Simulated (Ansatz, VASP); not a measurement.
## MgB3: VASP beside Ansatz

INCAR

```
ALGO = Normal
EDIFF = 1E-7
EDIFFG = -0.01
ENCUT = 600
GGA = PE
GGA_COMPAT = F
IBRION = 2
ISIF = 3
ISMEAR = 0
LASPH = T
LCHARG = F
LREAL = F
LWAVE = F
NELM = 120
NELMIN = 4
NSW = 100
PREC = Accurate
SIGMA = 0.1
```

KPOINTS

```
k-points
0
Gamma
  12 12 10
```

File POSCAR:

```
MgB3
1.0
    3.6786428926      0.0000000000      0.0000000000
   -1.8393214463      3.1857981964      0.0000000000
    0.0000000000      0.0000000000      4.7099880629
Mg B
1 3
Direct
    0.0000000000      0.0000000000      0.0000000000
    0.0000000000      0.0000000000      0.5000000000
    0.3333333333      0.6666666667      0.0000000000
    0.6666666667      0.3333333333      0.0000000000
```

Input for Ansatz:

```yaml
crystal:
  lattice:
    - [3.6786428926, 0.0, 0.0]
    - [-1.8393214463, 3.1857981964, 0.0]
    - [0.0, 0.0, 4.7099880629]
  atoms:
    - { symbol: Mg, position: [0.0, 0.0, 0.0] }
    - { symbol: B, position: [0.0, 0.0, 0.5] }
    - { symbol: B, position: [0.3333333333, 0.6666666667, 0.0] }
    - { symbol: B, position: [0.6666666667, 0.3333333333, 0.0] }
basis:
  ecutwfc: 420
kpoints:
  mp_grid: { grid: [12, 12, 10] }
hamiltonian:
  xc: pbe
scf:
  occupations: { method: gaussian, width: 0.1 }
output:
  forces: true
  stress: true
  eigenvalues: true
  write_density: true
  write_potential: true
  elf: true
  volumetric_format: npy
relax:
  adjacent_minimum: "off"
  f_tol: 0.01
  max_steps: 80
  cell: { stress_tol: 0.05 }
```

Alike in both runs: task relaxation of cell and atoms; functional PBE; k mesh 12 × 12 × 10; occupations gaussian, width 0.1 eV; no spin polarisation.

```csv
,VASP,Ansatz
version,VASP 6.6.1,Ansatz 0.2.0
potentials or method,"VASP PAW PBE potentials, release 64 (Mg, B), cutoff 600 eV","scalar-relativistic, plane waves, PAW"
valence electrons in the cell,11,19
```

VASP gave:

* gap on the k mesh at the Fermi level, each at its own relaxed structure (eV): none
* relaxed volume (Å³/atom): 13.86
* relaxed cell length with the largest relative difference (Å): 3.680

**Question.** What did Ansatz give for the same quantities?

**Answer.** gap on the k mesh at the Fermi level, each at its own relaxed structure (eV): none; relaxed volume (Å³/atom): 13.84; relaxed cell length with the largest relative difference (Å): 3.676.

A gap of «none» marks a metal or a gap that the smearing closes. VASP's potentials hold 11 valence electrons a cell and Ansatz's 19, so a difference there can come from the potentials and not from the codes.
